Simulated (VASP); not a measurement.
**Si7Mo: relaxation of cell and atoms with PBE**

The system is Si7Mo.

```
Si Mo
1.0
     4.62959    0.00000    0.00000
    -2.31479    4.00934    0.00000
     0.00000    0.00000    6.81086
Si Mo
7 1
Cartesian
  0.0000 2.6729 0.0000
  2.3148 1.3364 0.0000
  0.0000 2.6729 4.7260
  2.3148 1.3364 4.7260
  2.3148 1.3364 2.0849
  0.0000 2.6729 2.0849
  0.0000 0.0000 0.0000
  0.0000 0.0000 3.4054
```

| Item | Value |
| --- | --- |
| Program | VASP 6.6.1 |
| Task | relaxation of cell and atoms |
| Functional | PBE |
| Potentials or basis | VASP PAW PBE potentials, release 64 (Si, Mo_sv) |
| Cutoff | 600 eV |
| k mesh | 4 × 4 × 3 |
| Occupations | gaussian, width 0.2 eV |
| Spin | no spin polarisation |
| Dipole correction | no |
| Further INCAR settings | ALGO = Normal; EDIFF = 1e-06; IBRION = 2; EDIFFG = -0.08; NSW = 36; ISIF = 3 |

The relaxed volume is 15.03 Å³/atom, the relaxed cell is a = 4.437 Å, b = 4.437 Å, c = 7.054 Å, α = 90.00°, β = 90.00°, γ = 120.00° and the space group after relaxing (to 0.05 Å) is P6/mmm (No. 191). The energy gained by relaxing is 384.1 meV/atom. The ionic steps are 9 and the pressure after relaxing is 0.2 GPa. The largest force after relaxing is 0.062 eV/Å and the band gap on the k mesh is zero (band 21 reaches 10.60 eV, above the bottom of band 22 at 8.22 eV).

Forces in eV/Å, atoms in the order of the input:
```
Si   0.000  0.000  0.000
Si   0.000  0.000  0.000
Si   0.000  0.000  0.062
Si   0.000  0.000  0.062
Si   0.000  0.000 -0.062
Si   0.000  0.000 -0.062
Si   0.000  0.000  0.000
Mo   0.000  0.000  0.000
```

The path:
| step | energy change (eV) | largest force (eV/Å) | pressure (GPa) | volume (Å³) |
| --- | --- | --- | --- | --- |
| 1 | 0.0000 | 5.5266 | 1.26 | 126.42 |
| 2 | -2.1526 | 0.5897 | -2.60 | 127.01 |
| 3 | -2.7531 | 0.7036 | -6.26 | 127.17 |
| 4 | -2.7565 | 0.7948 | -6.33 | 127.16 |
| 5 | -2.7561 | 0.8800 | -6.38 | 127.16 |
| 6 | -3.0029 | 0.3759 | 4.44 | 116.95 |
| 7 | -3.0406 | 0.0738 | 1.18 | 119.44 |
| 8 | -3.0709 | 0.0981 | 0.05 | 120.46 |
| 9 | -3.0725 | 0.0617 | 0.23 | 120.28 |

Final structure:
```
CELL_PARAMETERS angstrom
4.43713 0.00000 0.00000
-2.21856 3.84267 0.00000
0.00000 0.00000 7.05416
ATOMIC_POSITIONS crystal
Si 0.33333 0.66667 0.00000
Si 0.66667 0.33333 0.00000
Si 0.33333 0.66667 0.66334
Si 0.66667 0.33333 0.66334
Si 0.66667 0.33333 0.33666
Si 0.33333 0.66667 0.33666
Si 0.00000 0.00000 0.00000
Mo 0.00000 0.00000 0.50000
```

Levels at points of the mesh, in eV from the Fermi level:
| k point | band 19 | band 20 | band 21 | band 22 | band 23 | band 24 |
| --- | --- | --- | --- | --- | --- | --- |
| (0.00, 0.00, 0.00) | -2.41 | -2.07 | -2.07 | -1.66 | -1.66 | 0.43 |
| (0.50, 0.00, 0.00) | -1.36 | -1.07 | 0.02 | 1.12 | 1.33 | 1.99 |

It took 2.2 min on 1 thread of Intel(R) Xeon(R) Platinum 8559C (Emerald Rapids) (shared host), peak memory 0.29 GiB.

Caveat: the k points lie up to 0.41 Å⁻¹ apart in the final cell; the relaxation stopped at a loose force limit of 0.08 eV/Å, so its end isn't a converged minimum.
